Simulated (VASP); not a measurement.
# Mo12Cl: single point with PBE

Mo12Cl, a slab with vacuum:

```
CELL_PARAMETERS angstrom
5.47409 0.00000 0.00000
-1.82470 5.16102 0.00000
0.00000 0.00000 19.80824
ATOMIC_POSITIONS crystal
Mo 0.25000 0.25000 0.20194
Mo 0.25000 0.75000 0.20194
Mo 0.75000 0.25000 0.20194
Mo 0.75000 0.75000 0.20194
Mo 0.00000 0.00000 0.31069
Mo 0.00000 0.50000 0.31069
Mo 0.50000 0.00000 0.31069
Mo 0.50000 0.50000 0.31069
Mo 0.25000 0.25000 0.41943
Mo 0.25000 0.75000 0.41943
Mo 0.75000 0.25000 0.41943
Mo 0.75000 0.75000 0.41943
Cl 0.33333 0.33333 0.53583
```

| Property | Result |
| --- | --- |
| Program | VASP 6.6.1 |
| Task | single point |
| Functional | PBE |
| Potentials or basis | VASP PAW PBE potentials, release 64 (Mo_sv, Cl) |
| Cutoff | 520 eV |
| k mesh | 5 × 5 × 1 |
| Occupations | gaussian, width 0.1 eV |
| Spin | no spin polarisation |

The largest force is 0.794 eV/Å. The band gap on the k mesh is zero (an odd number of electrons rules out a gap without spin polarisation).

Forces in eV/Å, atoms in the order of the input:
```
Mo  -0.008 -0.012 -0.025
Mo  -0.053  0.010 -0.087
Mo   0.027 -0.046 -0.087
Mo   0.059  0.083  0.116
Mo  -0.173 -0.244 -0.287
Mo   0.105 -0.036  0.071
Mo  -0.069  0.087  0.071
Mo   0.061  0.087 -0.159
Mo  -0.059 -0.084  0.787
Mo  -0.048  0.043 -0.010
Mo   0.057 -0.030 -0.010
Mo  -0.037 -0.052 -0.377
Cl   0.137  0.194 -0.001
```

Levels at points of the mesh, in eV from the Fermi level:
| k point | band 84 | band 85 | band 86 | band 87 | band 88 | band 89 | band 90 | band 91 | band 92 | band 93 |
| --- | --- | --- | --- | --- | --- | --- | --- | --- | --- | --- |
| (0.00, 0.00, 0.00) | 0.23 | 0.43 | 0.48 | 0.87 | 1.26 | 1.28 | 1.30 | 1.31 | 1.41 | 1.43 |

Run time: 40 min on 1 thread of Intel Xeon 8259CL, on a shared host, peak memory 0.76 GiB.

Caveat: an odd number of electrons without spin polarisation forces a metal; a magnetic or distorted state may lie lower.
